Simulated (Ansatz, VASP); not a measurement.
## SrO in VASP and in Ansatz

The input POSCAR:

```
SrO
1.0
    0.0000000000      2.8012158146      2.7922805169
    2.8012158146      0.0000000000      2.7922805169
    2.8012158146      2.8012158146      0.0000000000
Sr O
1 1
Direct
    0.0000000000      0.0000000000      0.0000000000
    0.2500000000      0.2500000000      0.2500000000
```

Contents of INCAR.step1:

```
PREC = Accurate
ENCUT = 660
ISMEAR = 0
SIGMA = 0.01
LREAL = F
LASPH = T
NELM = 120
NBANDS = 15
GGA = PE
ALGO = Normal
EDIFF = 1E-5
LWAVE = T
LCHARG = F
GGA_COMPAT = F
```

INCAR.step2

```
PREC = Accurate
ENCUT = 660
EDIFF = 1E-6
ISMEAR = 0
SIGMA = 0.01
LREAL = F
LASPH = T
NELM = 120
ALGO = Normal
ISIF = 2
LWAVE = F
LCHARG = F
METAGGA = R2SCAN
LMIXTAU = T
NBANDS = 15
ISTART = 1
GGA_COMPAT = F
```

KPOINTS

```
Automatic mesh
0
Gamma
  8 8 8
```

Input for Ansatz:

```yaml
crystal:
  lattice:
    - [0.0, 2.8012158146, 2.7922805169]
    - [2.8012158146, 0.0, 2.7922805169]
    - [2.8012158146, 2.8012158146, 0.0]
  atoms:
    - { symbol: Sr, position: [0.0, 0.0, 0.0] }
    - { symbol: O, position: [0.25, 0.25, 0.25] }
kpoints:
  mp_grid: { grid: [8, 8, 8] }
  band_path:
    path:
      - [0.0, 0.0, 0.0]
      - [-0.5, -0.5, 0.0]
      - [-0.375, -0.375, 0.25]
      - [-0.375, 0.0, 0.375]
      - [0.0, 0.0, 0.5]
      - [-0.5, -0.25, 0.25]
    npoints: 1
hamiltonian:
  xc: r2scan
scf:
  occupations: { method: fixed }
  n_extra_bands: 4
output:
  forces: true
  stress: true
  eigenvalues: true
```

Change from the starting cell: biaxial_xy strain +0.3%.

Alike in both runs: task single point; functional r2SCAN; k mesh 8 × 8 × 8; no spin polarisation.

|  | VASP | Ansatz |
| --- | --- | --- |
| version | VASP 6.6.1 | Ansatz 0.2.0 |
| potentials or method | VASP PAW PBE potentials, release 64 (Sr_sv, O) | plane waves, PAW |
| plane-wave cutoff (eV) | 660 | 500 |
| occupations | gaussian, width 0.01 eV | fixed |
| valence electrons in the cell | 16 | 16 |

Ansatz gave:

```
gap on the k mesh at the Fermi level (eV) : 2.87
pressure (GPa)                            : -0.4
```

Task: Which values does VASP return?

Result: gap on the k mesh at the Fermi level (eV): 2.88; pressure (GPa): -0.1.

VASP's potentials were made for PBE, not for r2SCAN.
